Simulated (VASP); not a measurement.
Wanted: the native input for a VASP 6.6.1 run.

- Task: single point
- Functional: r2SCAN
- Potentials or basis: VASP PAW PBE potentials, release 64 (Sn_d, O)
- Cutoff: 520 eV
- k mesh: 6 × 6 × 8
- Occupations: gaussian, width 0.02 eV
- Spin: no spin polarisation
- Dipole correction: no
- Further INCAR settings: ALGO = Normal; EDIFF = 1e-07; NBANDS = 35

The system is SnO2.

```
CELL_PARAMETERS angstrom
4.87821 0.00000 0.00000
0.00000 4.87821 0.00000
0.00000 0.00000 3.23035
ATOMIC_POSITIONS crystal
Sn 0.00000 0.00000 0.00000
Sn 0.50000 0.50000 0.50000
O 0.30740 0.30740 0.00000
O 0.19260 0.80740 0.50000
O 0.69260 0.69260 0.00000
O 0.80740 0.19260 0.50000
```

The input as run:

POSCAR

```
SnO2
1.0
    4.8782073267      0.0000000000      0.0000000000
    0.0000000000      4.8782073267      0.0000000000
    0.0000000000      0.0000000000      3.2303468176
Sn O
2 4
Direct
    0.0000000000      0.0000000000      0.0000000000
    0.5000000000      0.5000000000      0.5000000000
    0.3074012396      0.3074012396      0.0000000000
    0.1925987604      0.8074012396      0.5000000000
    0.6925987604      0.6925987604      0.0000000000
    0.8074012396      0.1925987604      0.5000000000
```

INCAR.step1

```
SYSTEM = SnO2
PREC     = Accurate       ! precision mode
ENCUT    = 520            ! plane-wave cutoff, eV
ISMEAR   = 0              ! smearing method
SIGMA    = 0.02           ! smearing width, eV
LREAL    = .FALSE.        ! projectors in reciprocal space
LASPH    = .TRUE.         ! aspherical terms in the spheres
NELM     = 60             ! most SCF steps
NBANDS   = 35             ! bands
GGA      = PE             ! functional
ALGO     = Normal         ! electronic algorithm
EDIFF    = 1E-4           ! SCF threshold, eV
LWAVE    = .TRUE.         ! write WAVECAR
LCHARG   = .FALSE.        ! write CHGCAR
```

INCAR.step2

```
SYSTEM = SnO2
PREC     = Accurate       ! precision mode
ENCUT    = 520            ! plane-wave cutoff, eV
EDIFF    = 1E-7           ! SCF threshold, eV
ISMEAR   = 0              ! smearing method
SIGMA    = 0.02           ! smearing width, eV
LREAL    = .FALSE.        ! projectors in reciprocal space
LASPH    = .TRUE.         ! aspherical terms in the spheres
NELM     = 60             ! most SCF steps
ALGO     = Normal         ! electronic algorithm
ISIF     = 2              ! what is computed and relaxed
LWAVE    = .FALSE.        ! write WAVECAR
LCHARG   = .FALSE.        ! write CHGCAR
METAGGA  = R2SCAN         ! meta-GGA
LMIXTAU  = .TRUE.       
NBANDS   = 35             ! bands
ISTART   = 1
```

KPOINTS

```
regular mesh
0
G
  6 6 8
  0 0 0
```

Potentials or basis: VASP PAW PBE potentials, release 64 (Sn_d, O).

Launch:

```bash
$ cat potpaw_PBE.64/Sn_d/POTCAR potpaw_PBE.64/O/POTCAR > POTCAR
$ cp INCAR.step1 INCAR
$ mpirun -np 1 vasp_std > vasp.out
$ cp INCAR.step2 INCAR
$ mpirun -np 1 vasp_std > vasp.out
```

Results of the run:

* Pressure: -9.2 GPa
* Largest force: 0.037 eV/Å
* Band gap on the k mesh: 1.21 eV

Caveat: the cell stands under tension; the PAW data sets were made with another functional, which shifts forces and pressure a little; spin-orbit coupling is left out, which moves the levels of the heavy elements.

Wall time 2.9 min on 1 thread of Intel(R) Xeon(R) 6975P-C (Granite Rapids), with other jobs on the host, peak memory 0.24 GiB.
